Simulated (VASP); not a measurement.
Runs of VASP 6.6.1 on Bi. The structure is that of space group P6_3/mmc (No. 194), or close to it. The cells are those of the table. 

```csv
task,cell,k mesh,cutoff (eV),gap on the mesh (eV),pressure (GPa)
single point,"a = 3.589, b = 3.589, c = 5.899 Å, angles 90.0, 90.0, 120.0°, 2 atoms",12 × 12 × 6,520,none,-2.0
relaxation of cell and atoms,"relaxed from a = 3.558, b = 3.558, c = 5.810 Å, angles 90.0, 90.0, 120.0°, 2 atoms",10 × 10 × 6,600,none,0.0
single point,"a = 3.678, b = 3.678, c = 6.047 Å, angles 90.0, 90.0, 120.0°, 2 atoms",12 × 12 × 6,520,none,-4.7
single point,"a = 3.542, b = 3.542, c = 5.823 Å, angles 90.0, 90.0, 120.0°, 2 atoms",10 × 10 × 6,520,none,(b)
single point,"a = 3.494, b = 3.494, c = 5.744 Å, angles 90.0, 90.0, 120.0°, 2 atoms",12 × 12 × 6,520,none,2.2
single point,"a = 3.542, b = 3.542, c = 5.823 Å, angles 90.0, 90.0, 120.0°, 2 atoms",5 × 5 × 3,500,none,-0.5
single point,"a = 3.394, b = 3.394, c = 5.580 Å, angles 90.0, 90.0, 120.0°, 2 atoms",12 × 12 × 6,520,none,8.8
single point,"a = 3.542, b = 3.542, c = 5.823 Å, angles 90.0, 90.0, 120.0°, 2 atoms",17 × 17 × 9,520,none,(a)
```

Alike in all rows: level PBE; potentials or basis VASP PAW PBE potentials, release 64 (Bi_d); no spin polarisation; smearing fermi-dirac 0.1 eV.

Problem. Fill in the values left out.

Solution. (a) 0.1; (b) -0.1.

Caveats: some runs use coarse meshes; spin-orbit coupling is left out, which moves the levels of the heavy elements.

A k mesh can miss the band edges, and the runs leave out spin-orbit coupling on Bi.

A gap of «none» marks levels without a gap at the run's occupations.
